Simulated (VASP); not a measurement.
Input of a VASP 6.6.1 run:

Contents of INCAR:

```
  PREC = Accurate
  ENCUT = 520
  EDIFF = 1E-7
  ISMEAR = 0
  SIGMA = 0.05
  LREAL = False
  LASPH = True
  NELM = 100
  ALGO = Normal
  ISIF = 2
  LWAVE = False
  LCHARG = False
  GGA = PE
  NBANDS = 15
```

Contents of KPOINTS:

```
Automatic mesh
0
Gamma
  6 6 6
```

The input POSCAR:

```
BaTe
1.0
    4.2624660000      0.0000000000      0.0000000000
    0.0000000000      4.2624660000      0.0000000000
    0.0000000000      0.0000000000      4.2624660000
Ba Te
1 1
Direct
    0.0000000000      0.0293257471      0.0000000000
    0.5000000000      0.5000000000      0.5000000000
```

Potentials or basis: VASP PAW PBE potentials, release 64 (Ba_sv, Te).

Launch:

```bash
$ cat potpaw_PBE.64/Ba_sv/POTCAR potpaw_PBE.64/Te/POTCAR > POTCAR
$ mpirun -np 1 vasp_std > vasp.out
```

Problem. Estimate the band gap on the k mesh.

Solution. 0.80 eV, indirect (least direct gap 1.01 eV).

Problem. Estimate the pressure.

Solution. 0.2 GPa.

Forces in eV/Å, atoms in the order of the input:
```
Ba   0.000 -0.117  0.000
Te   0.000  0.117  0.000
```

Caveat: the cell differs from its parent crystal (all Ba atoms moved +0.125 Å, as atom 1 along Cartesian [0 1 0]); spin-orbit coupling is left out, which moves the levels of the heavy elements. A k mesh can miss the band edges.
